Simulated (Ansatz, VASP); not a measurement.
Co in VASP and in Ansatz

```xyz
1
Lattice="2.3472 0.0000 0.0000 -1.1736 2.0327 0.0000 0.0000 0.0000 23.8000" Properties=species:S:1:pos:R:3 pbc="T T T"
Co    0.0000    0.0000    7.0001
```

Alike in both runs: functional PBE; k mesh 13 × 13 × 1; occupations fermi-dirac, width 0.05 eV; collinear spin.

|  | VASP | Ansatz |
| --- | --- | --- |
| version | VASP 6.6.1 | Ansatz 0.2.0 |
| potentials or method | VASP PAW PBE potentials, release 64 (Co), cutoff 520 eV | all-electron LAPW, scalar-relativistic |
| task | single point | work function |

|  | VASP | Ansatz | Ansatz less VASP |
| --- | --- | --- | --- |
| gap on the k mesh at the Fermi level (eV) | none | none | - |
| net moment per atom (μB) | 1.72 | 1.72 | +0.001 |
| size of the moment on the site where the two differ most (μB) | 1.77 | 1.81 | +0.046 |

Site moments also hang on the region over which each program counts them. A gap of «none» marks a metal or a gap that the smearing closes. Ansatz ran all-electron here, and VASP with PAW potentials.
